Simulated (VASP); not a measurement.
A run of VASP 6.6.1 is set up as follows.

Contents of INCAR:

```
SYSTEM = NaCl
PREC     = Accurate       ! precision mode
ENCUT    = 520            ! plane-wave cutoff, eV
EDIFF    = 1E-6           ! SCF threshold, eV
ISMEAR   = -1             ! smearing method
SIGMA    = 0.05           ! smearing width, eV
LREAL    = .FALSE.        ! projectors in reciprocal space
LASPH    = .TRUE.         ! aspherical terms in the spheres
NELM     = 80             ! most SCF steps
ALGO     = Normal         ! electronic algorithm
ISIF     = 2              ! what is computed and relaxed
LWAVE    = .FALSE.        ! write WAVECAR
LCHARG   = .FALSE.        ! write CHGCAR
GGA      = CA             ! functional
NBANDS   = 14             ! bands
```

The input KPOINTS:

```
regular mesh
0
G
  8 8 8
  0 0 0
```

POSCAR

```
NaCl
1.0
    3.3697718887      0.0000000000      0.0000000000
    0.0000000000      3.3697718887      0.0000000000
    0.0000000000      0.0000000000      3.3697718887
Cl Na
1 1
Direct
    0.5000000000      0.5000000000      0.5000000000
    0.0000000000      0.0000000000      0.0000000000
```

Potentials or basis: VASP PAW LDA potentials, release 64 (Cl, Na_pv).

Launch:

```console
$ cat potpaw_LDA.64/Cl/POTCAR potpaw_LDA.64/Na_pv/POTCAR > POTCAR
$ mpirun -np 1 vasp_std > vasp.out
```

(1) Predict the band gap on the k mesh.

(2) What does it give for the pressure?

Results:

(1) 4.01 eV (least direct gap 4.62 eV).

(2) 0.0 GPa.
